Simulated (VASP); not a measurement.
# Na (Im-3m) in VASP: notebook

Na is run at these levels: PBE; tasks: electric field gradients.

Everything below comes from runs of VASP 6.6.1. Logs are shortened: lines on timing, memory, paths and dates and some standing lists are left out, and cuts for length are marked.

## Step 1: The cell of the first run

The structure is cubic, space group Im-3m (No. 229). Conventional cell: a = 4.277 Å, b = 4.277 Å, c = 4.277 Å, α = 90.00°, β = 90.00°, γ = 90.00°. Na (site symmetry m-3m) has 14 Na at 3.70 to 4.28 Å within 4.9 Å.

## Step 2: Electric field gradients, PBE (39.12 Å³/atom)

INCAR

```
SYSTEM = Na
  PREC = Accurate
  ENCUT = 400
  EDIFF = 1E-8
  ISMEAR = -1
  SIGMA = 0.05
  LREAL = .False.
  LASPH = .True.
  NELM = 120
  ALGO = Normal
  ISIF = 2
  LWAVE = .False.
  LCHARG = .False.
  GGA = PE
  LEFG = .True.
  NBANDS = 10
  GGA_COMPAT = .False.
```

KPOINTS

```
Automatic mesh
0
Gamma
  12 12 12
  0 0 0
```

POSCAR

```
Na
1.0
   -2.1384667101      2.1384667101      2.1384667101
    2.1384667101     -2.1384667101      2.1384667101
    2.1384667101      2.1384667101     -2.1384667101
Na
1
Direct
    0.0000000000      0.0000000000      0.0000000000
```

Potentials or basis: VASP PAW PBE potentials, release 64 (Na_pv).

The run is started by

```bash
cat potpaw_PBE.64/Na_pv/POTCAR > POTCAR
mpirun -np 1 vasp_std > vasp.out
```

OUTCAR:

```text
SYSTEM = Na
   PREC = Accurate
   ENCUT = 400
   EDIFF = 1E-8
   ISMEAR = -1
   LREAL = .False.
   LASPH = .True.
   NELM = 120
   ISIF = 2
   GGA = PE

 ion  position               nearest neighbor table
   1  0.000  0.000  0.000-

  LATTYP: Found a body centered cubic cell.
 ALAT       =     4.2769334202

  Lattice vectors:

 A1 = (  -2.1384667101,   2.1384667101,   2.1384667101)
 A2 = (   2.1384667101,  -2.1384667101,   2.1384667101)
 A3 = (   2.1384667101,   2.1384667101,  -2.1384667101)

Analysis of symmetry for initial positions (statically):
=====================================================================
 Subroutine PRICEL returns:
 Original cell was already a primitive cell.

 Routine SETGRP: Setting up the symmetry group for a
 body centered cubic supercell.

 Subroutine GETGRP returns: Found 48 space group operations
 (whereof 48 operations were pure point group operations)
 out of a pool of 48 trial point group operations.

The static configuration has the point symmetry O_h .

Analysis of symmetry for dynamics (positions and initial velocities):
=====================================================================
 Subroutine PRICEL returns:
 Original cell was already a primitive cell.

 Routine SETGRP: Setting up the symmetry group for a
 body centered cubic supercell.

 Subroutine GETGRP returns: Found 48 space group operations
 (whereof 48 operations were pure point group operations)
 out of a pool of 48 trial point group operations.

The dynamic configuration has the point symmetry O_h .

 Subroutine INISYM returns: Found 48 space group operations
 (whereof 48 operations are pure point group operations),
 and found     1 'primitive' translations

----------------------------------------------------------------------------------------

                                     Primitive cell

  volume of cell :      39.1172

  direct lattice vectors                    reciprocal lattice vectors
    -2.138466710  2.138466710  2.138466710     0.000000000  0.233812384  0.233812384
     2.138466710 -2.138466710  2.138466710     0.233812384  0.000000000  0.233812384
     2.138466710  2.138466710 -2.138466710     0.233812384  0.233812384  0.000000000

  length of vectors
     3.703932992  3.703932992  3.703932992     0.330660645  0.330660645  0.330660645

  position of ions in fractional coordinates (direct lattice)
     0.000000000  0.000000000  0.000000000

  ion indices of the primitive-cell ions
   primitive index   ion index
                 1           1

----------------------------------------------------------------------------------------

 KPOINTS: Automatic mesh

Automatic generation of k-mesh.
 Grid dimensions read from file:
 generate k-points for:   12   12   12

 Generating k-lattice:

  Cartesian coordinates                     Fractional coordinates (reciprocal lattice)
     0.000000000  0.019484365  0.019484365     0.083333333  0.000000000  0.000000000
     0.019484365  0.000000000  0.019484365     0.000000000  0.083333333  0.000000000
     0.019484365  0.019484365  0.000000000     0.000000000  0.000000000  0.083333333

  Length of vectors
     0.027555054  0.027555054  0.027555054

  Shift w.r.t. Gamma in fractional coordinates (k-lattice)
     0.000000000  0.000000000  0.000000000

 Subroutine IBZKPT returns following result:
 ===========================================

 Found     72 irreducible k-points:

 Following reciprocal coordinates:
            Coordinates               Weight
  0.000000  0.000000  0.000000      1.000000
  0.083333  0.000000  0.000000     12.000000
  0.166667  0.000000  0.000000     12.000000
  0.250000  0.000000  0.000000     12.000000
  0.333333  0.000000  0.000000     12.000000
  0.416667  0.000000  0.000000     12.000000
[... 16 lines left out ...]
  0.333333  0.083333  0.083333     24.000000
  0.416667  0.083333  0.083333     12.000000
 [... further k-points ...]
   k-points           NKPTS =     72   k-points in BZ     NKDIM =     72   number of bands    NBANDS=     10
   number of dos      NEDOS =    301   number of ions     NIONS =      1
   total plane-waves  NPLWV =  13824
   dimension x,y,z NGX =    24 NGY =   24 NGZ =   24
   dimension x,y,z NGXF=    48 NGYF=   48 NGZF=   48
   ions per type =               1
   NGX,Y,Z   is equivalent  to a cutoff of  10.77, 10.77, 10.77 a.u.
   NGXF,Y,Z  is equivalent  to a cutoff of  21.54, 21.54, 21.54 a.u.
 SYSTEM =  Na
   PREC   = accura    normal or accurate (medium, high low for compatibility)
   ISTART =      0    job   : 0-new  1-cont  2-samecut
   ICHARG =      2    charge: 1-file 2-atom 10-const
   ISPIN  =      1    spin polarized calculation?
   LNONCOLLINEAR =      F non collinear calculations
   LSORBIT =      F    spin-orbit coupling
   LASPH  =      T    aspherical Exc in radial PAW
   ENCUT  =  400.0 eV  29.40 Ry    5.42 a.u.   6.04  6.04  6.04*2*pi/ulx,y,z
   NELM   =    120;   NELMIN=  2; NELMDL= -5     # of ELM steps
   EDIFF  = 0.1E-07   stopping-criterion for ELM
   LREAL  =      F    real-space projection
   EDIFFG = 0.1E-06   stopping-criterion for IOM
   NSW    =      0    number of steps for IOM
   IBRION =     -1    ionic relax: 0-MD 1-quasi-New 2-CG
   NFREE  =      0    steps in history (QN), initial steepest desc. (CG)
   ISIF   =      2    stress and relaxation
   ISYM   =      2    0-nonsym 1-usesym 2-fastsym
   POTIM  = 0.5000    time-step for ionic-motion
   TEBEG  =    0.0;   TEEND  =   0.0 temperature during run
   PSTRESS=    0.0 pullay stress
   NELECT =       7.0000    total number of electrons
   NUPDOWN=      -1.0000    fix difference up-down
   EMIN   =  10.00;   EMAX   =-10.00  energy-range for DOS
   EFERMI =   0.00;   METHOD = LEGACY
   ISMEAR =    -1;   SIGMA  =   0.05  broadening in eV -4-tet -1-fermi 0-gaus
   EFERMI_NEDOS =   21; number of points for ismear=-14 and -15
   IALGO  =     38    algorithm
   IMIX   =      4    mixing-type and parameters
     AMIX     =   0.40;   BMIX     =  1.00
     AMIX_MAG =   1.60;   BMIX_MAG =  1.00
  volume/ion in A,a.u.               =      39.12       263.98
  Fermi-wavevector in a.u.,A,eV,Ry     =   0.922540  1.743347 11.579637  0.851079
  Thomas-Fermi vector in A             =   2.048078
   LORBIT       =      0    0 simple, 1 ext, 2 COOP (PROOUT), +10 PAW based schemes
   GGA     = PE    functional components
   LHFCALC =     F    Hartree Fock is set to
   AEXX    =    0.0000 exact exchange contribution
   IVDW    =     0    specifies the selected vdW correction
   LEPSILON=     F    determine dielectric tensor
   LRPA    =     F    only Hartree local field effects (RPA)
 non-spin polarized calculation
  energy-cutoff  :      400.00
  volume of cell :       39.12
 maximum number of plane-waves:       726
   NGX = 13   NGY = 13   NGZ = 13

 number of electron       6.9999969 magnetization

 Free energy of the ion-electron system (eV)
  ---------------------------------------------------
  ext. energy  EPLUGINS =         0.00000000
  ---------------------------------------------------
  free energy    TOTEN  =        -1.30845177 eV

  energy without entropy =       -1.30299366  energy(sigma->0) =       -1.30572272

 E-fermi :   0.1428     XC(G=0):  -6.3655

 val. band max:        0.1069275632   @ k =  -0.3333   0.4167   0.1667
 cond. band min:       0.2156543174   @ k =   0.3333   0.1667  -0.0000
 fundamental gap:      0.1087267541
 Fermi energy:         0.1428482644

 k-point     1 :       0.0000    0.0000    0.0000
  band No.  band energies     occupation
      1     -24.7627      2.00000
      2     -24.7627      2.00000
      3     -24.7627      2.00000
      4      -2.9895      2.00000
      5      11.5647      0.00000
      6      11.5647      0.00000
      7      11.5647      0.00000
      8      12.5362      0.00000
      9      12.5362      0.00000
     10      13.0707      0.00000

 k-point     2 :       0.0833    0.0000    0.0000
  band No.  band energies     occupation
      1     -24.7648      2.00000
      2     -24.7634      2.00000
      3     -24.7627      2.00000
      4      -2.8717      2.00000
      5      10.0965      0.00000
      6      10.8695      0.00000
      7      11.0914      0.00000
      8      11.6663      0.00000
      9      11.9762      0.00000
     10      13.2657      0.00000

 k-point     3 :       0.1667    0.0000    0.0000
  band No.  band energies     occupation
      1     -24.7703      2.00000
      2     -24.7654      2.00000
      3     -24.7628      2.00000
      4      -2.5196      2.00000
      5       7.9847      0.00000
      6       9.9340      0.00000
      7      10.3727      0.00000
      8      10.7571      0.00000
      9      11.5575      0.00000
     10      13.4696      0.00000

 k-point     4 :       0.2500    0.0000    0.0000
  band No.  band energies     occupation
      1     -24.7777      2.00000
      2     -24.7679      2.00000
      3     -24.7628      2.00000
      4      -1.9378      2.00000
      5       6.0022      0.00000
      6       9.1673      0.00000
      7       9.7669      0.00000
      8      10.0447      0.00000
      9      11.0268      0.00000
     10      14.0019      0.00000
[... 222 lines left out ...]
 k-point    22 :       0.2500    0.0833    0.0833
  band No.  band energies     occupation
      1     -24.7855      2.00000
      2     -24.7704      2.00000
      3     -24.7646      2.00000
      4      -0.9059      2.00000
      5       4.3831      0.00000
      6       6.6537      0.00000
      7       7.6217      0.00000
      8      11.9277      0.00000
      9      12.5300      0.00000
     10      14.8125      0.00000

 k-point    23 :       0.3333    0.0833    0.0833
  band No.  band energies     occupation
      1     -24.7891      2.00000
      2     -24.7730      2.00000
      3     -24.7646      2.00000
      4       0.1045      1.36573
      5       2.7864      0.00000
      6       6.3303      0.00000
      7       7.2965      0.00000
      8      11.6191      0.00000
      9      12.3076      0.00000
     10      15.5460      0.00000

 k-point    24 :       0.4167    0.0833    0.0833
  band No.  band energies     occupation
      1     -24.7904      2.00000
      2     -24.7741      2.00000
      3     -24.7646      2.00000
      4       1.1322      0.00000
      5       1.5621      0.00000
      6       6.2225      0.00000
      7       7.1881      0.00000
      8      11.5152      0.00000
      9      12.2264      0.00000
     10      16.0372      0.00000

 [... further k-points ...]

------------------------ aborting loop because EDIFF is reached ----------------------------------------

  FORCE on cell =-STRESS in cart. coord.  units (eV):
  Direction    XX          YY          ZZ          XY          YZ          ZX
  --------------------------------------------------------------------------------------
  -------------------------------------------------------------------------------------
  Total       -0.1353243     -0.1353243     -0.1353243      0.0000000     -0.0000000      0.0000000
  in kB       -5.5426674     -5.5426674     -5.5426674      0.0000000     -0.0000000      0.0000000
  external PRESSURE =      -5.5426674 kB  Pullay stress =       0.0000000 kB

 VOLUME and BASIS-vectors are now :
 -----------------------------------------------------------------------------
  energy-cutoff  :      400.00
  volume of cell :       39.12
      direct lattice vectors                 reciprocal lattice vectors
    -2.138466710  2.138466710  2.138466710     0.000000000  0.233812384  0.233812384
     2.138466710 -2.138466710  2.138466710     0.233812384  0.000000000  0.233812384
     2.138466710  2.138466710 -2.138466710     0.233812384  0.233812384  0.000000000

 POSITION                                       TOTAL-FORCE (eV/Angst)
 -----------------------------------------------------------------------------------
      0.00000      0.00000      0.00000         0.000000      0.000000      0.000000
 -----------------------------------------------------------------------------------
    total drift:                               -0.000000     -0.000000      0.000000

  FREE ENERGIE OF THE ION-ELECTRON SYSTEM (eV)
  ---------------------------------------------------
  free  energy   TOTEN  =        -1.3084517744 eV

  energy  without entropy=       -1.3029936605  energy(sigma->0) =       -1.30572272

 Electric field gradients (V/A^2)
---------------------------------------------------------------------
 ion       V_xx      V_yy      V_zz      V_xy      V_xz      V_yz
---------------------------------------------------------------------
   1       0.000    -0.000    -0.000    -0.001    -0.001    -0.001
---------------------------------------------------------------------

 Electric field gradients after diagonalization (V/A^2)
 (convention: |V_zz| > |V_xx| > |V_yy|)
----------------------------------------------------------------------
 ion       V_xx      V_yy      V_zz     asymmetry (V_yy - V_xx)/ V_zz
----------------------------------------------------------------------
   1       0.001     0.001    -0.001       0.000
----------------------------------------------------------------------

           NMR quadrupolar parameters

 Cq : quadrupolar parameter    Cq=e*Q*V_zz/h
 eta: asymmetry parameters     (V_yy - V_xx)/ V_zz
 Q  : nuclear electric quadrupole moment in mb (millibarn)
----------------------------------------------------------------------
 ion       Cq(MHz)       eta       Q (mb)
----------------------------------------------------------------------
   1      -0.000       0.000       1.000
----------------------------------------------------------------------
```

Wall time 8.6 s (1 thread of AMD EPYC 7R13 (Zen 3), shared host); peak memory 0.11 GiB.

What came out:

```
Free energy                             : -1.3085 eV
Pressure                                : -0.6 GPa
Band gap on the k mesh                  : zero (an odd number of electrons rules out a gap without spin polarisation)
Largest electric field gradient by atom : zero within the noise of the run
```

## Step 3: Electric field gradients, PBE

This run uses another cell than the first one, of 37.98 Å³/atom.

INCAR

```
PREC = Accurate ; ENCUT = 520
EDIFF = 1E-8 ; ISMEAR = -1
SIGMA = 0.05 ; LREAL = False
LASPH = True ; NELM = 60
ALGO = Normal ; ISIF = 2
LWAVE = False ; LCHARG = False
GGA = PE ; LEFG = True
NBANDS = 10
```

KPOINTS

```
Automatic mesh
0
Gamma
  12 12 12
```

POSCAR

```
Na
1.0
   -2.1175000000      2.1175000000      2.1175000000
    2.1175000000     -2.1175000000      2.1175000000
    2.1175000000      2.1175000000     -2.1175000000
Na
1
Direct
    0.0000000000      0.0000000000      0.0000000000
```

Potentials or basis: VASP PAW PBE potentials, release 64 (Na_pv).

The run is started by

```bash
cat potpaw_PBE.64/Na_pv/POTCAR > POTCAR
mpirun -np 1 vasp_std > vasp.out
```

OUTCAR:

```text
PREC = Accurate
   ENCUT = 520
   EDIFF = 1E-8
   ISMEAR = -1
   LREAL = False
   LASPH = True
   NELM = 60
   ISIF = 2
   GGA = PE

 ion  position               nearest neighbor table
   1  0.000  0.000  0.000-

  LATTYP: Found a body centered cubic cell.
 ALAT       =     4.2350000000

  Lattice vectors:

 A1 = (  -2.1175000000,   2.1175000000,   2.1175000000)
[... 518 lines left out ...]
    total drift:                                0.000000      0.000000      0.000000

  FREE ENERGIE OF THE ION-ELECTRON SYSTEM (eV)
  ---------------------------------------------------
  free  energy   TOTEN  =        -1.3106735782 eV

  energy  without entropy=       -1.3052717431  energy(sigma->0) =       -1.30797266

 Electric field gradients (V/A^2)
---------------------------------------------------------------------
 ion       V_xx      V_yy      V_zz      V_xy      V_xz      V_yz
---------------------------------------------------------------------
   1       0.000    -0.000    -0.000    -0.004    -0.004    -0.004
---------------------------------------------------------------------

 Electric field gradients after diagonalization (V/A^2)
 (convention: |V_zz| > |V_xx| > |V_yy|)
----------------------------------------------------------------------
 ion       V_xx      V_yy      V_zz     asymmetry (V_yy - V_xx)/ V_zz
----------------------------------------------------------------------
   1       0.004     0.004    -0.008       0.000
----------------------------------------------------------------------

           NMR quadrupolar parameters

 Cq : quadrupolar parameter    Cq=e*Q*V_zz/h
 eta: asymmetry parameters     (V_yy - V_xx)/ V_zz
 Q  : nuclear electric quadrupole moment in mb (millibarn)
----------------------------------------------------------------------
 ion       Cq(MHz)       eta       Q (mb)
----------------------------------------------------------------------
   1      -0.000       0.000       1.000
----------------------------------------------------------------------
```

stdout:

```text
POSCAR found type information on POSCAR Na
 POSCAR found :  1 types and       1 ions
 scaLAPACK will be used
 LDA part: xc-table for (Slater+PW92), standard interpolation
 POSCAR, INCAR and KPOINTS ok, starting setup
 FFT: planning ... GRIDC
 FFT: planning ... GRID_SOFT
 FFT: planning ... GRID
 WAVECAR not read
 entering main loop
ion   1
```

It took 29 s on 1 thread of AMD EPYC 7R43 (Zen 3), shared host; peak memory 0.12 GiB.

What came out:

```
Free energy                             : -1.3107 eV
Pressure                                : -0.2 GPa
Band gap on the k mesh                  : zero (an odd number of electrons rules out a gap without spin polarisation)
Largest electric field gradient by atom : zero within the noise of the run
```
